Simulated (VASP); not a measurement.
# PbSe (Fm-3m) in VASP: notebook

PbSe is run at these levels: revPBE+D4, RPBE+D4; tasks: single point.

All numbers are computed with VASP 6.6.1; they aren't measurements. Logs are shortened: lines on timing, memory, paths and dates and some standing lists are left out, and cuts for length are marked.

## 1. The cell of the first run

The structure is cubic, space group Fm-3m (No. 225). The conventional cell has a = 6.091 Å, b = 6.091 Å, c = 6.091 Å, α = 90.00°, β = 90.00°, γ = 90.00°. Within 4.0 Å of Pb (site symmetry m-3m) lie 6 Se at 3.05 Å. Within 4.0 Å of Se (site symmetry m-3m) lie 6 Pb at 3.05 Å.

## 2. Single point, revPBE+D4 (volume scaled by 0.98)

INCAR reads:

```
SYSTEM = PbSe
ALGO = Normal ; EDIFF = 1E-6
ENCUT = 500 ; GGA = RE
GGA_COMPAT = .FALSE. ; ISIF = 2
ISMEAR = 0 ; IVDW = 13
LASPH = .TRUE. ; LCHARG = .TRUE.
LELF = .TRUE. ; LREAL = .FALSE.
LVHAR = .TRUE. ; LWAVE = .FALSE.
NBANDS = 17 ; NELM = 120
PREC = Accurate ; SIGMA = 0.05
```

KPOINTS reads:

```
k-points
0
G
  6 6 6
  0 0 0
```

POSCAR reads:

```
PbSe
1.0
    0.0000000000      3.0456497455      3.0456497455
    3.0456497455      0.0000000000      3.0456497455
    3.0456497455      3.0456497455      0.0000000000
Pb Se
1 1
Direct
    0.5000000000      0.5000000000      0.5000000000
    0.0000000000      0.0000000000      0.0000000000
```

Potentials or basis: VASP PAW PBE potentials, release 64 (Pb_d, Se).

Started as:

```
$ cat potpaw_PBE.64/Pb_d/POTCAR potpaw_PBE.64/Se/POTCAR > POTCAR
$ mpirun -np 1 vasp_std > vasp.out
```

OUTCAR:

```text
SYSTEM = PbSe
   EDIFF = 1E-6
   ENCUT = 500
   GGA = RE
   ISIF = 2
   ISMEAR = 0
   IVDW = 13
   LASPH = .TRUE.
   LREAL = .FALSE.
   NELM = 120
   PREC = Accurate

 ion  position               nearest neighbor table
   1  0.500  0.500  0.500-   2 3.05   2 3.05   2 3.05   2 3.05   2 3.05   2 3.05
   2  0.000  0.000  0.000-   1 3.05   1 3.05   1 3.05   1 3.05   1 3.05   1 3.05

  LATTYP: Found a face centered cubic cell.
 ALAT       =     6.0912994910

  Lattice vectors:

 A1 = (   0.0000000000,   3.0456497455,   3.0456497455)
 A2 = (   3.0456497455,   0.0000000000,   3.0456497455)
 A3 = (   3.0456497455,   3.0456497455,   0.0000000000)

Analysis of symmetry for initial positions (statically):
=====================================================================
 Subroutine PRICEL returns:
 Original cell was already a primitive cell.

 Routine SETGRP: Setting up the symmetry group for a
 face centered cubic supercell.

 Subroutine GETGRP returns: Found 48 space group operations
 (whereof 48 operations were pure point group operations)
 out of a pool of 48 trial point group operations.

The static configuration has the point symmetry O_h .

Analysis of symmetry for dynamics (positions and initial velocities):
=====================================================================
 Subroutine PRICEL returns:
 Original cell was already a primitive cell.

 Routine SETGRP: Setting up the symmetry group for a
 face centered cubic supercell.

 Subroutine GETGRP returns: Found 48 space group operations
 (whereof 48 operations were pure point group operations)
 out of a pool of 48 trial point group operations.

The dynamic configuration has the point symmetry O_h .

 Subroutine INISYM returns: Found 48 space group operations
 (whereof 48 operations are pure point group operations),
 and found     1 'primitive' translations

----------------------------------------------------------------------------------------

                                     Primitive cell

  volume of cell :      56.5028

  direct lattice vectors                    reciprocal lattice vectors
     0.000000000  3.045649746  3.045649746    -0.164168582  0.164168582  0.164168582
     3.045649746  0.000000000  3.045649746     0.164168582 -0.164168582  0.164168582
     3.045649746  3.045649746  0.000000000     0.164168582  0.164168582 -0.164168582

  length of vectors
     4.307199176  4.307199176  4.307199176     0.284348325  0.284348325  0.284348325

  position of ions in fractional coordinates (direct lattice)
     0.500000000  0.500000000  0.500000000
     0.000000000  0.000000000  0.000000000

  ion indices of the primitive-cell ions
   primitive index   ion index
                 1           1
                 2           2

----------------------------------------------------------------------------------------

 KPOINTS: k-points

Automatic generation of k-mesh.
 Grid dimensions read from file:
 generate k-points for:    6    6    6

 Generating k-lattice:

  Cartesian coordinates                     Fractional coordinates (reciprocal lattice)
    -0.027361430  0.027361430  0.027361430     0.166666667  0.000000000  0.000000000
     0.027361430 -0.027361430  0.027361430     0.000000000  0.166666667  0.000000000
     0.027361430  0.027361430 -0.027361430     0.000000000  0.000000000  0.166666667

  Length of vectors
     0.047391388  0.047391388  0.047391388

  Shift w.r.t. Gamma in fractional coordinates (k-lattice)
     0.000000000  0.000000000  0.000000000

 Subroutine IBZKPT returns following result:
 ===========================================

 Found     16 irreducible k-points:

 Following reciprocal coordinates:
            Coordinates               Weight
  0.000000  0.000000  0.000000      1.000000
  0.166667  0.000000  0.000000      8.000000
  0.333333  0.000000  0.000000      8.000000
  0.500000  0.000000  0.000000      4.000000
  0.166667  0.166667  0.000000      6.000000
  0.333333  0.166667  0.000000     24.000000
[... 8 lines left out ...]
 -0.333333  0.333333  0.166667     24.000000
 -0.333333  0.500000  0.166667     12.000000
   k-points           NKPTS =     16   k-points in BZ     NKDIM =     16   number of bands    NBANDS=     17
   number of dos      NEDOS =    301   number of ions     NIONS =      2
   total plane-waves  NPLWV =  32768
   dimension x,y,z NGX =    32 NGY =   32 NGZ =   32
   dimension x,y,z NGXF=    64 NGYF=   64 NGZF=   64
   ions per type =               1   1
   NGX,Y,Z   is equivalent  to a cutoff of  12.35, 12.35, 12.35 a.u.
   NGXF,Y,Z  is equivalent  to a cutoff of  24.70, 24.70, 24.70 a.u.
 SYSTEM =  PbSe
   PREC   = accura    normal or accurate (medium, high low for compatibility)
   ISTART =      0    job   : 0-new  1-cont  2-samecut
   ICHARG =      2    charge: 1-file 2-atom 10-const
   ISPIN  =      1    spin polarized calculation?
   LNONCOLLINEAR =      F non collinear calculations
   LSORBIT =      F    spin-orbit coupling
   LASPH  =      T    aspherical Exc in radial PAW
   ENCUT  =  500.0 eV  36.75 Ry    6.06 a.u.   7.85  7.85  7.85*2*pi/ulx,y,z
   NELM   =    120;   NELMIN=  2; NELMDL= -5     # of ELM steps
   EDIFF  = 0.1E-05   stopping-criterion for ELM
   LREAL  =      F    real-space projection
   EDIFFG = 0.1E-04   stopping-criterion for IOM
   NSW    =      0    number of steps for IOM
   IBRION =     -1    ionic relax: 0-MD 1-quasi-New 2-CG
   NFREE  =      0    steps in history (QN), initial steepest desc. (CG)
   ISIF   =      2    stress and relaxation
   ISYM   =      2    0-nonsym 1-usesym 2-fastsym
   POTIM  = 0.5000    time-step for ionic-motion
   TEBEG  =    0.0;   TEEND  =   0.0 temperature during run
   PSTRESS=    0.0 pullay stress
   NELECT =      20.0000    total number of electrons
   NUPDOWN=      -1.0000    fix difference up-down
   EMIN   =  10.00;   EMAX   =-10.00  energy-range for DOS
   EFERMI =   0.00;   METHOD = LEGACY
   ISMEAR =     0;   SIGMA  =   0.05  broadening in eV -4-tet -1-fermi 0-gaus
   EFERMI_NEDOS =   21; number of points for ismear=-14 and -15
   IALGO  =     38    algorithm
   IMIX   =      4    mixing-type and parameters
     AMIX     =   0.40;   BMIX     =  1.00
     AMIX_MAG =   1.60;   BMIX_MAG =  1.00
  volume/ion in A,a.u.               =      28.25       190.65
  Fermi-wavevector in a.u.,A,eV,Ry     =   1.158052  2.188402 18.246574  1.341085
  Thomas-Fermi vector in A             =   2.294658
   LORBIT       =      0    0 simple, 1 ext, 2 COOP (PROOUT), +10 PAW based schemes
   GGA     = RE    functional components
   LHFCALC =     F    Hartree Fock is set to
   AEXX    =    0.0000 exact exchange contribution
   IVDW    =    13    specifies the selected vdW correction
   LEPSILON=     F    determine dielectric tensor
   LRPA    =     F    only Hartree local field effects (RPA)
 non-spin polarized calculation
 Gauss-broadening in eV      SIGMA  =   0.05
  energy-cutoff  :      500.00
  volume of cell :       56.50
 maximum number of plane-waves:      1459
   NGX = 15   NGY = 15   NGZ = 15

 number of electron      20.0000004 magnetization

 Free energy of the ion-electron system (eV)
  ---------------------------------------------------
  ext. energy  EPLUGINS =         0.00000000
  ---------------------------------------------------
  free energy    TOTEN  =        -7.54024425 eV

  energy without entropy =       -7.54024413  energy(sigma->0) =       -7.54024419

 E-fermi :   5.5077     XC(G=0):  -9.4943

 val. band max:        5.3567811829   @ k =   0.5000   0.0000   0.0000
 cond. band min:       5.6586044517   @ k =   0.5000   0.0000   0.0000
 fundamental gap:      0.3018232688
 Fermi energy:         5.5076921272

 k-point     1 :       0.0000    0.0000    0.0000
  band No.  band energies     occupation
      1     -11.5715      2.00000
      2     -11.5715      2.00000
      3     -11.5715      2.00000
      4     -11.5653      2.00000
      5     -11.5653      2.00000
      6      -8.3644      2.00000
[... 9 lines left out ...]
     16      11.8489      0.00000
     17      13.5689      0.00000

 k-point     2 :       0.1667    0.0000    0.0000
  band No.  band energies     occupation
      1     -11.5733      2.00000
      2     -11.5733      2.00000
      3     -11.5705      2.00000
      4     -11.5613      2.00000
      5     -11.5613      2.00000
      6      -8.1518      2.00000
[... 9 lines left out ...]
     16      12.4334      0.00000
     17      15.3421      0.00000

 k-point     3 :       0.3333    0.0000    0.0000
  band No.  band energies     occupation
      1     -11.5859      2.00000
      2     -11.5859      2.00000
      3     -11.5690      2.00000
      4     -11.5445      2.00000
      5     -11.5445      2.00000
      6      -7.6223      2.00000
[... 9 lines left out ...]
     16      13.8925      0.00000
     17      17.3183      0.00000

 k-point     4 :       0.5000    0.0000    0.0000
  band No.  band energies     occupation
      1     -11.5923      2.00000
      2     -11.5923      2.00000
      3     -11.5685      2.00000
      4     -11.5359      2.00000
      5     -11.5359      2.00000
      6      -7.2639      2.00000
[... 9 lines left out ...]
     16      15.4841      0.00000
     17      15.5863      0.00000
[... 183 lines left out ...]
      1     -11.6347      2.00000
      2     -11.5718      2.00000
      3     -11.5692      2.00000
      4     -11.5417      2.00000
      5     -11.5375      2.00000
      6      -7.2096      2.00000
[... 9 lines left out ...]
     16      15.6266      0.00000
     17      15.9850      0.00000

 k-point    15 :      -0.3333    0.3333    0.1667
  band No.  band energies     occupation
      1     -11.6443      2.00000
      2     -11.5730      2.00000
      3     -11.5576      2.00000
      4     -11.5545      2.00000
      5     -11.5305      2.00000
      6      -6.9550      2.00000
[... 9 lines left out ...]
     16      16.7363      0.00000
     17      16.8525      0.00000

 k-point    16 :      -0.3333    0.5000    0.1667
  band No.  band energies     occupation
      1     -11.6738      2.00000
      2     -11.5747      2.00000
      3     -11.5594      2.00000
      4     -11.5419      2.00000
      5     -11.5247      2.00000
      6      -6.8520      2.00000
[... 9 lines left out ...]
     16      17.0813      0.00000
     17      17.9848      0.00000

------------------------ aborting loop because EDIFF is reached ----------------------------------------

  DFT-D4 for vdW energy calculation

  Edisp (eV):   -1.25359

  FORCE on cell =-STRESS in cart. coord.  units (eV):
  Direction    XX          YY          ZZ          XY          YZ          ZX
  --------------------------------------------------------------------------------------
  -------------------------------------------------------------------------------------
  Total       0.36036     0.36036     0.36036     0.00000     0.00000    -0.00000
  in kB      10.21816    10.21816    10.21816     0.00000     0.00000    -0.00000
  external pressure =       10.22 kB  Pullay stress =        0.00 kB

 VOLUME and BASIS-vectors are now :
 -----------------------------------------------------------------------------
  energy-cutoff  :      500.00
  volume of cell :       56.50
      direct lattice vectors                 reciprocal lattice vectors
     0.000000000  3.045649746  3.045649746    -0.164168582  0.164168582  0.164168582
     3.045649746  0.000000000  3.045649746     0.164168582 -0.164168582  0.164168582
     3.045649746  3.045649746  0.000000000     0.164168582  0.164168582 -0.164168582

 POSITION                                       TOTAL-FORCE (eV/Angst)
 -----------------------------------------------------------------------------------
      3.04565      3.04565      3.04565         0.000000      0.000000     -0.000000
      0.00000      0.00000      0.00000        -0.000000     -0.000000      0.000000
 -----------------------------------------------------------------------------------
    total drift:                                0.000000     -0.000000      0.000000

  FREE ENERGIE OF THE ION-ELECTRON SYSTEM (eV)
  ---------------------------------------------------
  free  energy   TOTEN  =        -8.7938306375 eV

  energy  without entropy=       -8.7938305220  energy(sigma->0) =       -8.79383058
```

Run time: 25 s. Hardware: 1 thread of Intel Xeon 8259CL, shared host; peak memory 0.18 GiB.

Results:

* Free energy: -8.7938 eV
* Pressure: 1.0 GPa
* Band gap on the k mesh: 0.30 eV, direct
* Dispersion energy per atom: -0.627 eV

Caveat: the cell differs from its parent crystal (volume scaled by 0.98); the PAW data sets were made with another functional, which shifts forces and pressure a little; spin-orbit coupling is left out, which moves the levels of the heavy elements. A k mesh can miss the band edges.

## 3. Single point, RPBE+D4

This run uses another cell than the first one, of 28.71 Å³/atom, 1.016 times its volume.

INCAR reads:

```
  PREC = Accurate
  ENCUT = 500
  EDIFF = 1E-6
  ISMEAR = 0
  SIGMA = 0.05
  LREAL = F
  LASPH = T
  NELM = 120
  ALGO = Normal
  ISIF = 2
  LWAVE = F
  LCHARG = T
  GGA = RP
  IVDW = 13
  LELF = T
  LVHAR = T
  NBANDS = 17
  GGA_COMPAT = F
```

KPOINTS reads:

```
Automatic mesh
0
Gamma
  6 6 6
```

POSCAR reads:

```
PbSe
1.0
    0.0000000000      3.0621516472      3.0621516472
    3.0621516472      0.0000000000      3.0621516472
    3.0621516472      3.0621516472      0.0000000000
Pb Se
1 1
Direct
    0.5000000000      0.5000000000      0.5000000000
    0.0000000000      0.0000000000      0.0000000000
```

Potentials or basis: VASP PAW PBE potentials, release 64 (Pb_d, Se).

Started as:

```
$ cat potpaw_PBE.64/Pb_d/POTCAR potpaw_PBE.64/Se/POTCAR > POTCAR
$ mpirun -np 1 vasp_std > vasp.out
```

Run time: 24 s. Hardware: 1 thread of Intel Xeon 8259CL, shared host; peak memory 0.18 GiB.

Results (log left out):

```
Free energy                : -8.9193 eV
Pressure                   : 0.1 GPa
Band gap on the k mesh     : 0.38 eV, direct
Dispersion energy per atom : -0.726 eV
```

Levels at points of the mesh, in eV from the valence-band top:
| k point | band 6 | band 7 | band 8 | band 9 | band 10 | band 11 | band 12 | band 13 | band 14 | band 15 |
| --- | --- | --- | --- | --- | --- | --- | --- | --- | --- | --- |
| (0.00, 0.00, 0.00) | -13.56 | -6.26 | -1.88 | -1.88 | -1.88 | 4.76 | 4.76 | 4.76 | 6.55 | 6.55 |
| (0.50, 0.00, 0.00) | -12.50 | -8.77 | -1.48 | -1.48 | 0.00 | 0.38 | 1.74 | 1.74 | 8.67 | 10.15 |
| (0.50, 0.50, 0.00) | -12.14 | -7.35 | -4.95 | -3.22 | -3.22 | 3.78 | 5.65 | 5.65 | 6.10 | 11.26 |

Caveat: the PAW data sets were made with another functional, which shifts forces and pressure a little; spin-orbit coupling is left out, which moves the levels of the heavy elements. A k mesh can miss the band edges.
